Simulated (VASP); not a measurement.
Here is a VASP 6.6.1 calculation.

Contents of POSCAR:

```
Li
1.0
    0.0000000000      2.9332963867      2.9332963867
    2.9332963867      0.0000000000      2.9332963867
    2.9332963867      2.9332963867      0.0000000000
Li
2
Direct
   -0.2825000000     -0.0725000000     -0.0725000000
    0.2825000000      0.0725000000      0.0725000000
```

File INCAR.step1:

```
SYSTEM = Li
ALGO = Normal
EDIFF = 1E-4
ENCUT = 520
GGA = PE
ISMEAR = -1
LASPH = .TRUE.
LCHARG = .FALSE.
LREAL = .FALSE.
LWAVE = .TRUE.
NBANDS = 10
NELM = 80
PREC = Accurate
SIGMA = 0.05
```

INCAR.step2

```
SYSTEM = Li
ALGO = Normal
EDIFF = 1E-6
ENCUT = 520
ISIF = 2
ISMEAR = -1
ISTART = 1
LASPH = .TRUE.
LCHARG = .FALSE.
LMIXTAU = .TRUE.
LREAL = .FALSE.
LWAVE = .FALSE.
METAGGA = R2SCAN
NBANDS = 10
NELM = 80
PREC = Accurate
SIGMA = 0.05
```

File KPOINTS:

```
k-points
0
G
  9 9 9
  0 0 0
```

Potentials or basis: VASP PAW PBE potentials, release 64 (Li_sv).

Launch:

```sh
$ cat potpaw_PBE.64/Li_sv/POTCAR > POTCAR
$ cp INCAR.step1 INCAR
$ mpirun -np 1 vasp_std > vasp.out
$ cp INCAR.step2 INCAR
$ mpirun -np 1 vasp_std > vasp.out
```

(1) What does it give for the largest force?

(2) Estimate the band gap on the k mesh.

## Answers

(1) 4.250 eV/Å.

(2) zero (band 3 reaches 0.24 eV, above the bottom of band 4 at -0.02 eV).

Caveat: the PAW data sets were made with another functional, which shifts forces and pressure a little.
